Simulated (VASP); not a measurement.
# Fe (P6/mmm) in VASP: single point with PBE

Aim: the single point of Fe with PBE.

Everything below comes from runs of VASP 6.6.1. Logs are shortened: lines on timing, memory, paths and dates and some standing lists are left out, and cuts for length are marked.

### 1 The cell of the first run

The structure is hexagonal, space group P6/mmm (No. 191). The conventional cell has a = 2.479 Å, b = 2.479 Å, c = 2.381 Å, α = 90.00°, β = 90.00°, γ = 120.00°. Within 3.1 Å of Fe (site symmetry 6/mmm) lie 8 Fe at 2.38 to 2.48 Å.

This isn't the form of Fe at room conditions, which is bcc.

### 2 Single point, PBE, collinear spin, ferromagnetic start

Input file INCAR:

```
ALGO = Normal ; EDIFF = 1E-6
ENCUT = 600 ; GGA = PE
GGA_COMPAT = F ; ISIF = 2
ISMEAR = 0 ; ISPIN = 2
LASPH = T ; LCHARG = T
LELF = T ; LMAXMIX = 4
LORBIT = 11 ; LREAL = F
LVHAR = T ; LWAVE = F
MAGMOM = 2.45 ; NBANDS = 18
NELM = 200 ; PREC = Accurate
SIGMA = 0.1
```

Input file KPOINTS:

```
k-points
0
Gamma
  27 27 24
```

Input file POSCAR:

```
Fe
1.0
    2.4792140067      0.0000000000      0.0000000000
   -1.2396070033      2.1470623112      0.0000000000
    0.0000000000      0.0000000000      2.3807639362
Fe
1
Direct
    0.0000000000      0.0000000000      0.0000000000
```

Potentials or basis: VASP PAW PBE potentials, release 64 (Fe_sv).

On the command line:

```sh
$ cat potpaw_PBE.64/Fe_sv/POTCAR > POTCAR
$ mpirun -np 1 vasp_std > vasp.out
```

OUTCAR:

```text
EDIFF = 1E-6
   ENCUT = 600
   GGA = PE
   ISIF = 2
   ISMEAR = 0
   ISPIN = 2
   LASPH = T
   LORBIT = 11
   LREAL = F
   NELM = 200
   PREC = Accurate

 ion  position               nearest neighbor table
   1  0.000  0.000  0.000-

  LATTYP: Found a hexagonal cell.
 ALAT       =     2.4792140067
 C/A-ratio  =     0.9602898055

  Lattice vectors:

 A1 = (   2.4792140067,   0.0000000000,   0.0000000000)
 A2 = (  -1.2396070033,   2.1470623112,   0.0000000000)
 A3 = (   0.0000000000,   0.0000000000,   2.3807639362)

Analysis of symmetry for initial positions (statically):
=====================================================================
 Subroutine PRICEL returns:
 Original cell was already a primitive cell.

 Routine SETGRP: Setting up the symmetry group for a
 hexagonal supercell.

 Subroutine GETGRP returns: Found 24 space group operations
 (whereof 24 operations were pure point group operations)
 out of a pool of 24 trial point group operations.

The static configuration has the point symmetry D_6h.

Analysis of symmetry for dynamics (positions and initial velocities):
=====================================================================
 Subroutine PRICEL returns:
 Original cell was already a primitive cell.

 Routine SETGRP: Setting up the symmetry group for a
 hexagonal supercell.

 Subroutine GETGRP returns: Found 24 space group operations
 (whereof 24 operations were pure point group operations)
 out of a pool of 24 trial point group operations.

The dynamic configuration has the point symmetry D_6h.

Analysis of structural, dynamic, and magnetic symmetry:
=====================================================================
 Subroutine PRICEL returns:
 Original cell was already a primitive cell.

 Routine SETGRP: Setting up the symmetry group for a
 hexagonal supercell.

 Subroutine GETGRP returns: Found 24 space group operations
 (whereof 24 operations were pure point group operations)
 out of a pool of 24 trial point group operations.

The overall configuration has the point symmetry D_6h.

 Subroutine INISYM returns: Found 24 space group operations
 (whereof 24 operations are pure point group operations),
 and found     1 'primitive' translations

----------------------------------------------------------------------------------------

                                     Primitive cell

  volume of cell :      12.6729

  direct lattice vectors                    reciprocal lattice vectors
     2.479214007  0.000000000  0.000000000     0.403353642  0.232876334  0.000000000
    -1.239607003  2.147062311  0.000000000     0.000000000  0.465752668  0.000000000
     0.000000000  0.000000000  2.380763936     0.000000000  0.000000000  0.420033244

  length of vectors
     2.479214007  2.479214007  2.380763936     0.465752668  0.465752668  0.420033244

  position of ions in fractional coordinates (direct lattice)
     0.000000000  0.000000000  0.000000000

  ion indices of the primitive-cell ions
   primitive index   ion index
                 1           1

----------------------------------------------------------------------------------------

 KPOINTS: k-points

Automatic generation of k-mesh.
 Grid dimensions read from file:
 generate k-points for:   27   27   24

 Generating k-lattice:

  Cartesian coordinates                     Fractional coordinates (reciprocal lattice)
     0.014939024  0.008625049  0.000000000     0.037037037  0.000000000  0.000000000
     0.000000000  0.017250099  0.000000000     0.000000000  0.037037037  0.000000000
     0.000000000  0.000000000  0.017501385     0.000000000  0.000000000  0.041666667

  Length of vectors
     0.017250099  0.017250099  0.017501385

  Shift w.r.t. Gamma in fractional coordinates (k-lattice)
     0.000000000  0.000000000  0.000000000

 Subroutine IBZKPT returns following result:
 ===========================================

 Found    975 irreducible k-points:

 Following reciprocal coordinates:
            Coordinates               Weight
  0.000000  0.000000  0.000000      1.000000
  0.037037 -0.000000  0.000000      6.000000
  0.074074 -0.000000  0.000000      6.000000
  0.111111  0.000000  0.000000      6.000000
  0.148148  0.000000  0.000000      6.000000
  0.185185  0.000000  0.000000      6.000000
[... 16 lines left out ...]
  0.333333  0.037037  0.000000     12.000000
  0.370370  0.037037  0.000000     12.000000
 [... further k-points ...]
   k-points           NKPTS =    975   k-points in BZ     NKDIM =    975   number of bands    NBANDS=     18
   number of dos      NEDOS =    301   number of ions     NIONS =      1
   total plane-waves  NPLWV =   8000
   dimension x,y,z NGX =    20 NGY =   20 NGZ =   20
   dimension x,y,z NGXF=    40 NGYF=   40 NGZF=   40
   ions per type =               1
   NGX,Y,Z   is equivalent  to a cutoff of  13.41, 13.41, 13.97 a.u.
   NGXF,Y,Z  is equivalent  to a cutoff of  26.82, 26.82, 27.93 a.u.
 SYSTEM =  unknown system
   PREC   = accura    normal or accurate (medium, high low for compatibility)
   ISTART =      0    job   : 0-new  1-cont  2-samecut
   ICHARG =      2    charge: 1-file 2-atom 10-const
   ISPIN  =      2    spin polarized calculation?
   LNONCOLLINEAR =      F non collinear calculations
   LSORBIT =      F    spin-orbit coupling
   LASPH  =      T    aspherical Exc in radial PAW
   ENCUT  =  600.0 eV  44.10 Ry    6.64 a.u.   4.95  4.95  4.75*2*pi/ulx,y,z
   NELM   =    200;   NELMIN=  2; NELMDL= -5     # of ELM steps
   EDIFF  = 0.1E-05   stopping-criterion for ELM
   LREAL  =      F    real-space projection
   EDIFFG = 0.1E-04   stopping-criterion for IOM
   NSW    =      0    number of steps for IOM
   IBRION =     -1    ionic relax: 0-MD 1-quasi-New 2-CG
   NFREE  =      0    steps in history (QN), initial steepest desc. (CG)
   ISIF   =      2    stress and relaxation
   ISYM   =      2    0-nonsym 1-usesym 2-fastsym
   POTIM  = 0.5000    time-step for ionic-motion
   TEBEG  =    0.0;   TEEND  =   0.0 temperature during run
   PSTRESS=    0.0 pullay stress
   NELECT =      16.0000    total number of electrons
   NUPDOWN=      -1.0000    fix difference up-down
   EMIN   =  10.00;   EMAX   =-10.00  energy-range for DOS
   EFERMI =   0.00;   METHOD = LEGACY
   ISMEAR =     0;   SIGMA  =   0.10  broadening in eV -4-tet -1-fermi 0-gaus
   EFERMI_NEDOS =   21; number of points for ismear=-14 and -15
   IALGO  =     38    algorithm
   IMIX   =      4    mixing-type and parameters
     AMIX     =   0.40;   BMIX     =  1.00
     AMIX_MAG =   1.60;   BMIX_MAG =  1.00
  volume/ion in A,a.u.               =      12.67        85.52
  Fermi-wavevector in a.u.,A,eV,Ry     =   1.769388  3.343659 42.596236  3.130735
  Thomas-Fermi vector in A             =   2.836387
   LORBIT       =     11    0 simple, 1 ext, 2 COOP (PROOUT), +10 PAW based schemes
   GGA     = PE    functional components
   LHFCALC =     F    Hartree Fock is set to
   AEXX    =    0.0000 exact exchange contribution
   IVDW    =     0    specifies the selected vdW correction
   LEPSILON=     F    determine dielectric tensor
   LRPA    =     F    only Hartree local field effects (RPA)
 spin polarized calculation
 Gauss-broadening in eV      SIGMA  =   0.10
  energy-cutoff  :      600.00
  volume of cell :       12.67
 maximum number of plane-waves:       441
 NGX is ok and might be reduce to    20
   NGX =  9   NGY =  9   NGZ =  9

 number of electron      15.9999999 magnetization       2.4592645

 Free energy of the ion-electron system (eV)
  ---------------------------------------------------
  ext. energy  EPLUGINS =         0.00000000
  ---------------------------------------------------
  free energy    TOTEN  =        -7.87316710 eV

  energy without entropy =       -7.86841546  energy(sigma->0) =       -7.87079128

 E-fermi :  10.7432     XC(G=0): -12.9911

 val. band max:       10.7427292130   @ k =   0.0741   0.0741   0.4583
 cond. band min:      10.7448332180   @ k =   0.1111   0.0370   0.5000
 fundamental gap:      0.0021040050
 Fermi energy:        10.7432127394

 spin component 1

 k-point     1 :       0.0000    0.0000    0.0000
  band No.  band energies     occupation
      1     -77.5594      1.00000
      2     -43.4491      1.00000
      3     -43.3455      1.00000
      4     -43.3455      1.00000
      5       2.5446      1.00000
      6       6.7293      1.00000
[... 10 lines left out ...]
     17      37.6270      0.00000
     18      44.6266      0.00000

 k-point     2 :       0.0370   -0.0000    0.0000
  band No.  band energies     occupation
      1     -77.5586      1.00000
      2     -43.4485      1.00000
      3     -43.3506      1.00000
      4     -43.3467      1.00000
      5       2.5940      1.00000
      6       6.7427      1.00000
[... 10 lines left out ...]
     17      38.3693      0.00000
     18      44.9185      0.00000
[... 442 lines left out ...]
 k-point    24 :       0.3704    0.0370    0.0000
  band No.  band energies     occupation
      1     -77.5053      1.00000
      2     -43.6770      1.00000
      3     -43.4282      1.00000
      4     -43.4131      1.00000
      5       5.8959      1.00000
      6       7.1836      1.00000
[... 10 lines left out ...]
     17      44.4870      0.00000
     18      47.4682      0.00000

 [... further k-points ...]

 spin component 2

 k-point     1 :       0.0000    0.0000    0.0000
  band No.  band energies     occupation
      1     -74.6997      1.00000
      2     -40.5946      1.00000
      3     -40.5564      1.00000
      4     -40.5564      1.00000
      5       2.8387      1.00000
      6       8.2021      1.00000
[... 10 lines left out ...]
     17      38.1677      0.00000
     18      44.8360      0.00000

 k-point     2 :       0.0370   -0.0000    0.0000
  band No.  band energies     occupation
      1     -74.6988      1.00000
      2     -40.5939      1.00000
      3     -40.5621      1.00000
      4     -40.5577      1.00000
      5       2.8882      1.00000
      6       8.2168      1.00000
[... 10 lines left out ...]
     17      38.9311      0.00000
     18      45.1514      0.00000
[... 442 lines left out ...]
 k-point    24 :       0.3704    0.0370    0.0000
  band No.  band energies     occupation
      1     -74.6404      1.00000
      2     -40.9257      1.00000
      3     -40.6475      1.00000
      4     -40.5550      1.00000
      5       6.9083      1.00000
      6       8.7376      1.00000
[... 10 lines left out ...]
     17      44.5801      0.00000
     18      47.9450      0.00000

 [... further k-points ...]

------------------------ aborting loop because EDIFF is reached ----------------------------------------

  FORCE on cell =-STRESS in cart. coord.  units (eV):
  Direction    XX          YY          ZZ          XY          YZ          ZX
  --------------------------------------------------------------------------------------
  -------------------------------------------------------------------------------------
  Total       -0.2467552     -0.2467552     -0.2486105     -0.0000000      0.0000000      0.0000000
  in kB      -31.1962086    -31.1962086    -31.4307705     -0.0000000      0.0000000      0.0000000
  external PRESSURE =     -31.2743959 kB  Pullay stress =       0.0000000 kB

 VOLUME and BASIS-vectors are now :
 -----------------------------------------------------------------------------
  energy-cutoff  :      600.00
  volume of cell :       12.67
      direct lattice vectors                 reciprocal lattice vectors
     2.479214007  0.000000000  0.000000000     0.403353642  0.232876334  0.000000000
    -1.239607003  2.147062311  0.000000000     0.000000000  0.465752668  0.000000000
     0.000000000  0.000000000  2.380763936     0.000000000  0.000000000  0.420033244

 POSITION                                       TOTAL-FORCE (eV/Angst)
 -----------------------------------------------------------------------------------
      0.00000      0.00000      0.00000         0.000000      0.000000      0.000000
 -----------------------------------------------------------------------------------
    total drift:                               -0.000000      0.000000     -0.000000

  FREE ENERGIE OF THE ION-ELECTRON SYSTEM (eV)
  ---------------------------------------------------
  free  energy   TOTEN  =        -7.8731671032 eV

  energy  without entropy=       -7.8684154580  energy(sigma->0) =       -7.87079128

 total charge

# of ion       s       p       d       tot
------------------------------------------
    1        2.189   6.018   5.544  13.752

 magnetization (x)

# of ion       s       p       d       tot
------------------------------------------
    1        0.005   0.001   2.386   2.393
```

It took 3.5 min on 1 thread of AMD EPYC 9R45 (Zen 5), shared host; peak memory 0.42 GiB.

What came out:

```yaml
Free_energy: -7.8732 eV
Pressure: -3.1 GPa
Net_moment: 2.46 μB per cell
Site_moments: Fe +2.39 μB
Valence_electrons_inside_the_program's_atomic_spheres: Fe 13.75
```

Levels at points of the mesh, in eV from the Fermi level:
Spin up:
| k point | band 6 | band 7 | band 8 | band 9 | band 10 | band 11 | band 12 | band 13 |
| --- | --- | --- | --- | --- | --- | --- | --- | --- |
| (0.00, 0.00, 0.00) | -4.01 | -2.35 | -2.35 | -0.72 | -0.72 | 17.86 | 21.20 | 23.04 |
| (0.00, 0.00, 0.50) | -2.05 | -2.05 | -1.80 | -1.80 | -1.57 | 4.02 | 25.53 | 28.21 |
Spin down:
```
           k point  band 4  band 5  band 6  band 7  band 8  band 9  band 10  band 11
(0.00, 0.00, 0.00)  -51.30   -7.90   -2.54   -0.13   -0.13    2.55     2.55    18.49
(0.00, 0.00, 0.50)  -51.27   -3.49   -1.43    0.24    0.24    1.27     1.27     5.54
```

Caveat: the cell stands under tension.
